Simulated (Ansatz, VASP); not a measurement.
InP in VASP and in Ansatz

```
In P
1.0
     2.96867    2.96867    0.00000
    -2.96867    2.96867    0.00000
     0.00000    2.96867    2.90602
In P
1 1
Direct
  0.00000 0.00000 0.00000
  0.75000 0.25000 0.50000
```

Change from the starting cell: film at in-plane strain +0.01.

Alike in both runs: task single point; functional PBEsol; k mesh 8 × 8 × 8; occupations fermi-dirac, width 0.01 eV; non-collinear spin, spin-orbit coupling.

|  | VASP | Ansatz |
| --- | --- | --- |
| version | VASP 6.6.1 | Ansatz 0.2.0 |
| potentials or method | VASP PAW PBE potentials, release 64 (In_d, P), cutoff 520 eV | all-electron LAPW |

Ansatz gave:

```
pressure (GPa)                                                : -0.7
traceless stress, the component that is largest in VASP (GPa) : 0.58
net moment per atom (μB)                                      : 0.00
```

Q: What did VASP give for the same quantities?

A: Pressure (GPa): -0.6; traceless stress, the component that is largest in VASP (GPa): 0.58; net moment per atom (μB): 0.00.

VASP's potentials were made for PBE, not for PBEsol. Ansatz ran all-electron here, and VASP with PAW potentials.
